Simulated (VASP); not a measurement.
## Be: relaxation of cell and atoms with PBE+D3(BJ)

Crystal: Be.

```
CELL_PARAMETERS angstrom
2.16800 0.00000 0.00000
0.00000 3.75500 0.00000
0.00000 0.00000 3.41600
ATOMIC_POSITIONS crystal
Be 0.67000 0.82000 0.70000
Be 0.33000 0.18000 0.70000
Be 0.17000 0.68000 0.30000
Be 0.83000 0.32000 0.30000
```

```yaml
Program: VASP 6.6.1
Task: relaxation of cell and atoms
Functional: PBE
Dispersion: D3(BJ)
Potentials_or_basis: VASP PAW PBE potentials, release 64 (Be)
Cutoff: 600 eV
k_mesh: 10 × 6 × 6
Occupations: gaussian, width 0.1 eV
Spin: no spin polarisation
Dipole_correction: no
Further_INCAR_settings: ALGO = Normal; EDIFF = 1e-06; IBRION = 2; EDIFFG = -0.05; NSW = 100; ISIF = 3
```

The relaxed volume is 7.37 Å³/atom, the relaxed cell is a = 2.357 Å, b = 3.536 Å, c = 3.537 Å, α = 90.00°, β = 90.00°, γ = 90.00° and the space group after relaxing (to 0.1 Å) is I4/mmm (No. 139). The energy gained by relaxing is 1187.9 meV/atom. The ionic steps are 11, the pressure after relaxing is -0.2 GPa and the largest force after relaxing is 0.008 eV/Å. The band gap on the k mesh is zero (bands 4 and 5 overlap by 1.15 eV). The dispersion energy per atom is -0.382 eV.

Forces on the atoms (eV/Å):
```
Be  -0.004  0.000  0.008
Be   0.004  0.000  0.008
Be  -0.004  0.000 -0.008
Be   0.004  0.000 -0.008
```

Stress tensor (GPa, compression positive):
```
 0.08  0.00  0.00
 0.00 -0.23  0.00
 0.00  0.00 -0.34
```

The path:
```tsv
step	energy change (eV)	largest force (eV/Å)	pressure (GPa)	volume (Å³)
1	0.0000	7.6816	53.44	27.81
2	-3.8400	0.3306	-15.26	38.12
3	-4.0187	1.3313	-7.52	34.56
4	-4.0284	1.1419	-9.26	35.11
5	-4.4797	0.2337	-9.21	33.23
6	-4.5802	0.6871	-6.25	31.91
7	-4.7084	0.4198	-0.81	29.90
8	-4.7278	0.2731	2.97	28.87
9	-4.7499	0.0649	0.36	29.37
10	-4.7500	0.0801	0.19	29.40
11	-4.7514	0.0084	-0.16	29.47
```

Final structure:
```yaml
crystal:
  lattice:
    - [2.35663, 0.00000, 0.00000]
    - [0.00000, 3.53551, 0.00000]
    - [0.00000, 0.00000, 3.53663]
  atoms:
    - { symbol: Be, position: [0.75012, 0.75001, 0.74988] }
    - { symbol: Be, position: [0.24988, 0.24999, 0.74988] }
    - { symbol: Be, position: [0.25012, 0.74999, 0.25012] }
    - { symbol: Be, position: [0.74988, 0.25001, 0.25012] }
```

Levels at points of the mesh, in eV from the Fermi level:
```csv
k point,band 1,band 2,band 3,band 4,band 5,band 6,band 7,band 8
"(0.00, 0.00, 0.00)",-12.56,-5.72,-5.72,0.14,0.15,3.46,3.46,5.95
"(0.50, 0.00, 0.00)",-7.60,-7.60,0.38,0.38,0.87,0.87,0.87,0.87
"(0.00, 0.50, 0.00)",-10.40,-10.40,-2.86,-2.86,1.13,1.13,8.68,8.68
"(0.50, 0.50, 0.00)",-5.60,-5.60,-5.60,-5.60,3.67,3.67,3.67,3.67
"(0.00, 0.00, 0.50)",-10.40,-10.40,-2.87,-2.86,1.13,1.13,8.67,8.68
"(0.50, 0.00, 0.50)",-5.61,-5.61,-5.60,-5.60,3.67,3.67,3.68,3.68
"(0.00, 0.50, 0.50)",-8.14,-8.14,-8.14,-8.14,9.03,9.03,9.04,9.04
"(0.50, 0.50, 0.50)",-5.23,-5.23,-5.23,-5.23,0.94,0.94,0.94,0.94
```

It took 69 s on 1 thread of AMD EPYC 9R45 (Zen 5) (shared host), peak memory 0.13 GiB.

Zero-point motion and thermal expansion aren't in these numbers.
